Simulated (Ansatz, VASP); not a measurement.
**One calculation of Nb, two programs**

POSCAR

```
Nb
1.0
    0.0000000000      2.0092500000      2.0621250000
    2.0092500000      0.0000000000      2.0621250000
    2.0092500000      2.0092500000      0.0000000000
Nb
1
Direct
    0.0000000000      0.0000000000      0.0000000000
```

File INCAR.step1:

```
PREC = Accurate ; ENCUT = 520
ISMEAR = 0 ; SIGMA = 0.15
LREAL = F ; LASPH = T
NELM = 100 ; NBANDS = 12
GGA = PE ; ALGO = Normal
EDIFF = 1E-4 ; LWAVE = T
LCHARG = F
```

File INCAR.step2:

```
PREC = Accurate ; ENCUT = 520
EDIFF = 1E-6 ; ISMEAR = 0
SIGMA = 0.15 ; LREAL = F
LASPH = T ; NELM = 100
ALGO = Normal ; ISIF = 2
LWAVE = F ; LCHARG = T
METAGGA = R2SCAN ; LMIXTAU = T
LELF = T ; LVHAR = T
NBANDS = 12 ; ISTART = 1
```

KPOINTS

```
Automatic mesh
0
Gamma
  20 20 20
```

Input for Ansatz:

```yaml
crystal:
  lattice:
    - [0.0, 2.00925, 2.062125]
    - [2.00925, 0.0, 2.062125]
    - [2.00925, 2.00925, 0.0]
  atoms:
    - { symbol: Nb, position: [0.0, 0.0, 0.0] }
basis:
  ecutwfc: 500
kpoints:
  mp_grid: { grid: [20, 20, 20] }
hamiltonian:
  xc: r2scan
scf:
  occupations: { method: gaussian, width: 0.15 }
output:
  forces: true
  stress: true
  eigenvalues: true
```

Change from the starting cell: strain -0.050 along x and y, -0.025 along z, atoms carried along.

Alike in both runs: task single point; functional r2SCAN; k mesh 20 × 20 × 20; occupations gaussian, width 0.15 eV; no spin polarisation.

|  | VASP | Ansatz |
| --- | --- | --- |
| version | VASP 6.6.1 | Ansatz 0.2.0 |
| potentials or method | VASP PAW PBE potentials, release 64 (Nb_sv), cutoff 520 eV | scalar-relativistic, plane waves, PAW |
| valence electrons in the cell | 13 | 13 |

|  | VASP | Ansatz | Ansatz less VASP |
| --- | --- | --- | --- |
| gap on the k mesh at the Fermi level (eV) | none | none | - |
| pressure (GPa) | 23.4 | 23.6 | +0.20 |
| traceless stress, the component that is largest in VASP (GPa) | 6.81 | 6.83 | +0.012 |

VASP's potentials were made for PBE, not for r2SCAN. A gap of «none» marks a metal or a gap that the smearing closes. The functional is the same, so the differences come from potentials, cutoffs and numerics.
